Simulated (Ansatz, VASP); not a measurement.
## One calculation of B, two programs

```
CELL_PARAMETERS angstrom
2.44962 1.41429 4.18155
-2.44962 1.41429 4.18155
0.00000 -2.82858 4.18155
ATOMIC_POSITIONS crystal
B 0.01025 0.65409 0.01025
B 0.01025 0.01025 0.65409
B 0.65409 0.01025 0.01025
B 0.98975 0.34591 0.98975
B 0.34591 0.98975 0.98975
B 0.98975 0.98975 0.34591
B 0.22101 0.63066 0.22101
B 0.22101 0.22101 0.63066
B 0.63066 0.22101 0.22101
B 0.77899 0.36934 0.77899
B 0.36934 0.77899 0.77899
B 0.77899 0.77899 0.36934
```

Alike in both runs: functional PBE; k mesh 4 × 4 × 4; occupations fermi-dirac, width 0.05 eV; no spin polarisation.

Ansatz relaxed the structure, and its values are those at the end. VASP's run is a single point on that final structure, the one shown.

|  | VASP | Ansatz |
| --- | --- | --- |
| version | VASP 6.6.1 | Ansatz 0.2.0 |
| potentials or method | VASP PAW PBE potentials, release 64 (B), cutoff 520 eV | plane waves (420 eV) with PAW, scalar-relativistic |
| valence electrons in the cell | 36 | 36 |

VASP gave:

- pressure (GPa): 0.1
- rms of the force components (eV/Å): 0.007

Which values does Ansatz return?

Pressure (GPa): 0.0; rms of the force components (eV/Å): 0.001.

With one functional, cell and mesh, what is left measures potentials, basis and numerics.
